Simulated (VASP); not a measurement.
AlN (NiAs type), 4 atoms in the cell. It takes space group P6_3/mmc (No. 194, hexagonal). Conventional cell: a = 2.859 Å, b = 2.859 Å, c = 4.431 Å, α = 90.00°, β = 90.00°, γ = 120.00°. Within 2.6 Å of Al (site symmetry -3m) lie 6 N at 1.99 Å and 2 Al at 2.22 Å. N (site symmetry -6m2) has 6 Al at 1.99 Å within 2.6 Å. 

```yaml
Program: VASP 6.6.1
Task: relaxation of cell and atoms
Functional: PBE
Potentials_or_basis: VASP PAW PBE potentials, release 64 (Al, N)
Cutoff: 600 eV
k_mesh: 12 × 12 × 7
Occupations: fermi-dirac, width 0.08 eV
Spin: no spin polarisation
Target_pressure: 21 GPa
Dipole_correction: no
Further_INCAR_settings: ALGO = Normal; EDIFF = 1e-07; IBRION = 2; EDIFFG = -0.005; NSW = 60; ISIF = 3
```

Potentials or basis: VASP PAW PBE potentials, release 64 (Al, N).

Run with:

```console
$ cat potpaw_PBE.64/Al/POTCAR potpaw_PBE.64/N/POTCAR > POTCAR
$ mpirun -np 1 vasp_std > vasp.out
```

Hardware: 1 thread of Intel Xeon 8259CL, with other jobs on the host.

Problem. How long does it take, and how much memory?

Solution. It took 3.4 min on 1 thread of Intel Xeon 8259CL (shared host), peak memory 0.18 GiB. Counts: scf iterations 69, k points 76, ion steps 9.
